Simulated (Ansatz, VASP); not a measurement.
# Rh in VASP and in Ansatz

INCAR

```
SYSTEM = Rh
PREC = Accurate
ENCUT = 500
EDIFF = 1E-7
ISMEAR = 0
SIGMA = 0.1
LREAL = .False.
LASPH = .True.
NELM = 120
ALGO = Normal
ISIF = 3
LWAVE = .False.
LCHARG = .False.
GGA = PS
IBRION = 2
NSW = 90
EDIFFG = -0.04
GGA_COMPAT = .False.
NELMIN = 4
```

Contents of KPOINTS:

```
regular mesh
0
Gamma
  8 8 8
  0 0 0
```

File POSCAR:

```
Rh
1.0
   -1.3307474527      1.3307474527      2.0245381180
    1.3307474527     -1.3307474527      2.0245381180
    1.3307474527      1.3307474527     -2.0245381180
Rh
1
Direct
    0.0000000000      0.0000000000      0.0000000000
```

Input for Ansatz:

```yaml
crystal:
  lattice:
    - [-1.3307474527, 1.3307474527, 2.024538118]
    - [1.3307474527, -1.3307474527, 2.024538118]
    - [1.3307474527, 1.3307474527, -2.024538118]
  atoms:
    - { symbol: Rh, position: [0.0, 0.0, 0.0] }
basis:
  ecutwfc: 420
kpoints:
  mp_grid: { grid: [8, 8, 8] }
hamiltonian:
  xc: pbesol
scf:
  occupations: { method: gaussian, width: 0.1 }
  lower_state_search: "off"
output:
  forces: true
  stress: true
  eigenvalues: true
relax:
  adjacent_minimum: "off"
  f_tol: 0.04
  max_steps: 70
  cell: { stress_tol: 0.4 }
```

Alike in both runs: task relaxation of cell and atoms; functional PBEsol; k mesh 8 × 8 × 8; occupations gaussian, width 0.1 eV; no spin polarisation.

```csv
,VASP,Ansatz
version,VASP 6.6.1,Ansatz 0.2.0
potentials or method,"VASP PAW PBE potentials, release 64 (Rh_pv), cutoff 500 eV","scalar-relativistic, plane waves, PAW"
valence electrons in the cell,15,17
```

```csv
,VASP,Ansatz,Ansatz less VASP
"gap on the k mesh at the Fermi level, each at its own relaxed structure (eV)",none,none,-
relaxed volume (Å³/atom),13.54,13.55,+0.007
relaxed cell length with the largest relative difference (Å),2.675,2.676,+0.0009
```

VASP's potentials were made for PBE, not for PBEsol. A gap of «none» marks a metal or a gap that the smearing closes. VASP's potentials hold 15 valence electrons a cell and Ansatz's 17, so a difference there can come from the potentials and not from the codes.

The k mesh is coarse, so the values compare programs but aren't converged.
